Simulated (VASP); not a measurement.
Crystal: Mo.

```xyz
1
Lattice="-1.5734 1.5734 1.5734 1.5734 -1.5734 1.5734 1.5734 1.5734 -1.5734" Properties=species:S:1:pos:R:3 pbc="T T T"
Mo    0.0000    0.0000    0.0000
```

| Property | Result |
| --- | --- |
| Program | VASP 6.6.1 |
| Task | relaxation of cell and atoms |
| Functional | PBE |
| Dispersion | D3(BJ) |
| Potentials or basis | VASP PAW PBE potentials, release 64 (Mo_sv) |
| Cutoff | 500 eV |
| k mesh | 17 × 17 × 17 |
| Occupations | gaussian, width 0.15 eV |
| Spin | no spin polarisation |

At the start: pressure -3.5 GPa; volume 15.58 Å³/atom.

**Question.** Where does the relaxation end?

**Answer.** Over 3 steps the energy falls by 2.2 meV/atom and the volume is 15.38 Å³/atom (-1.3 %); space group Im-3m (No. 229, to 0.05 Å).

The path:
| step | energy change (eV) | largest force (eV/Å) | pressure (GPa) | volume (Å³) |
| --- | --- | --- | --- | --- |
| 1 | 0.0000 | 0.0000 | -3.47 | 15.58 |
| 2 | 0.0158 | 0.0000 | 10.84 | 14.83 |
| 3 | -0.0022 | 0.0000 | -0.04 | 15.38 |

Final structure:
```xyz
1
Lattice="-1.5667 1.5667 1.5667 1.5667 -1.5667 1.5667 1.5667 1.5667 -1.5667" Properties=species:S:1:pos:R:3 pbc="T T T"
Mo    0.0000    0.0000    0.0000
```

Caveat: pairwise dispersion overbinds metals, which lowers pressure and volume.
